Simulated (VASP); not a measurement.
Wanted: the native input for a VASP 6.6.1 run.

```yaml
Task: single point
Functional: PBEsol
Potentials_or_basis: VASP PAW PBE potentials, release 64 (Cd)
Cutoff: 520 eV
k_mesh: 18 × 18 × 8
Occupations: gaussian, width 0.15 eV
Spin: no spin polarisation
Dipole_correction: no
Further_INCAR_settings: ALGO = Fast; EDIFF = 1e-07; NBANDS = 19
```

The structure of Cd lies in POSCAR:

```
Cd
1.0
    2.9192950579      0.0000000000      0.0000000000
   -1.4596475289      2.5281836813      0.0000000000
    0.0000000000      0.0000000000      5.6176500000
Cd
2
Direct
    0.3333333333      0.6666666667      0.2500000000
    0.6666666667      0.3333333333      0.7500000000
```

This cell differs from its parent crystal: strain -0.0200 x Voigt [1, 1, 0, 0, 0, 0].

These files were run (other wordings do the same):

INCAR

```
SYSTEM = Cd
ALGO = Fast
EDIFF = 1E-7
ENCUT = 520
GGA = PS
ISIF = 2
ISMEAR = 0
LASPH = .TRUE.
LCHARG = .FALSE.
LREAL = .FALSE.
LWAVE = .FALSE.
NBANDS = 19
NELM = 80
PREC = Accurate
SIGMA = 0.15
```

KPOINTS

```
k-points
0
G
  18 18 8
  0 0 0
```

Potentials or basis: VASP PAW PBE potentials, release 64 (Cd).

The run is started by

```console
$ cat potpaw_PBE.64/Cd/POTCAR > POTCAR
$ mpirun -np 1 vasp_std > vasp.out
```

It gave:

```json
{
  "Pressure": "1.7 GPa",
  "Band gap on the k mesh": "zero (band 12 reaches 4.76 eV, above the bottom of band 13 at -0.14 eV)"
}
```

Caveat: the cell differs from its parent crystal (strain -0.0200 x Voigt [1, 1, 0, 0, 0, 0]); the PAW data sets were made with another functional, which shifts forces and pressure a little.

Wall time 36 s on 1 thread of Intel(R) Xeon(R) 6975P-C (Granite Rapids), on a shared host, peak memory 0.24 GiB.
